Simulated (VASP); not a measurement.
Wanted: the native input for a VASP 6.6.1 run.

```yaml
Task: single point
Functional: PBEsol
Potentials_or_basis: VASP PAW PBE potentials, release 64 (Si, Ge_d)
Cutoff: 520 eV
k_mesh: 12 × 12 × 6
Occupations: gaussian, width 0.03 eV
Spin: no spin polarisation
Dipole_correction: no
Further_INCAR_settings: ALGO = Normal; EDIFF = 1e-07; NBANDS = 26
```

The structure of SiGe lies in POSCAR:

```
SiGe
1.0
    3.9004653870      0.0000000000      0.0000000000
   -1.9502326935      3.3779021117      0.0000000000
    0.0000000000      0.0000000000      6.4431565742
Si Ge
2 2
Direct
    0.6666666667      0.3333333333      0.8745463082
    0.3333333333      0.6666666667      0.3745463082
    0.6666666667      0.3333333333      0.5004526918
    0.3333333333      0.6666666667      0.0004526918
```

One way to write it, as run:

INCAR

```
SYSTEM = SiGe
PREC     = Accurate       ! precision mode
ENCUT    = 520            ! plane-wave cutoff, eV
EDIFF    = 1E-7           ! SCF threshold, eV
ISMEAR   = 0              ! smearing method
SIGMA    = 0.03           ! smearing width, eV
LREAL    = .FALSE.        ! projectors in reciprocal space
LASPH    = .TRUE.         ! aspherical terms in the spheres
NELM     = 60             ! most SCF steps
ALGO     = Normal         ! electronic algorithm
ISIF     = 2              ! what is computed and relaxed
LWAVE    = .FALSE.        ! write WAVECAR
LCHARG   = .TRUE.         ! write CHGCAR
GGA      = PS             ! functional
LELF     = .TRUE.         ! ELF
LVHAR    = .TRUE.       
NBANDS   = 26             ! bands
```

KPOINTS

```
regular mesh
0
G
  12 12 6
  0 0 0
```

Potentials or basis: VASP PAW PBE potentials, release 64 (Si, Ge_d).

Command:

```bash
$ cat potpaw_PBE.64/Si/POTCAR potpaw_PBE.64/Ge_d/POTCAR > POTCAR
$ mpirun -np 1 vasp_std > vasp.out
```

It gave:

The pressure is 0.0 GPa and the band gap on the k mesh is 0.35 eV (least direct gap 0.41 eV).

Caveat: the PAW data sets were made with another functional, which shifts forces and pressure a little.

Run time: 86 s on 1 thread of AMD EPYC 9R14 (Zen 4) (shared host), peak memory 0.25 GiB.
